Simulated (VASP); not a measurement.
Input of a VASP 6.6.1 run:

INCAR

```
SYSTEM = HfTi3O8
ALGO = Normal ; EDIFF = 1E-7
ENCUT = 520 ; GGA = PE
ISIF = 2 ; ISMEAR = -1
LASPH = .TRUE. ; LCHARG = .FALSE.
LREAL = .FALSE. ; LWAVE = .FALSE.
NBANDS = 59 ; NELM = 60
PREC = Accurate ; SIGMA = 0.02
```

The input KPOINTS:

```
k-points
0
G
  4 4 4
  0 0 0
```

Contents of POSCAR:

```
HfTi3O8
1.0
    3.3357202259     -3.3126249182      0.0000000000
    3.3357202259      3.3126249182      0.0000000000
    0.0000000000      0.0000000000      6.0786741589
Hf Ti O
1 3 8
Direct
    0.5000000000      0.5000000000      0.0000000000
    0.0000000000      0.0000000000      0.7444564989
    0.5000000000      0.5000000000      0.5000000000
    0.0000000000      0.0000000000      0.2555435011
    0.1866817187      0.1866817187      0.0000000000
    0.8133182813      0.8133182813      0.0000000000
    0.6994185434      0.3005814566      0.7362293849
    0.3005814566      0.6994185434      0.7362293849
    0.1936761546      0.1936761546      0.5000000000
    0.8063238454      0.8063238454      0.5000000000
    0.6994185434      0.3005814566      0.2637706151
    0.3005814566      0.6994185434      0.2637706151
```

Potentials or basis: VASP PAW PBE potentials, release 64 (Hf_pv, Ti_sv, O).

Launch:

```console
$ cat potpaw_PBE.64/Hf_pv/POTCAR potpaw_PBE.64/Ti_sv/POTCAR potpaw_PBE.64/O/POTCAR > POTCAR
$ mpirun -np 1 vasp_std > vasp.out
```

Question: What does it give for the largest force?

Answer: 0.184 eV/Å.

Question: Estimate the band gap on the k mesh.

Answer: 1.94 eV, indirect (least direct gap 2.06 eV).

Question: What does it give for the pressure?

Answer: -0.3 GPa.

Stress tensor (GPa, compression positive):
```
-0.46  0.00  0.00
 0.00 -0.24  0.00
 0.00  0.00 -0.32
```

Caveat: spin-orbit coupling is left out, which moves the levels of the heavy elements. A k mesh can miss the band edges.
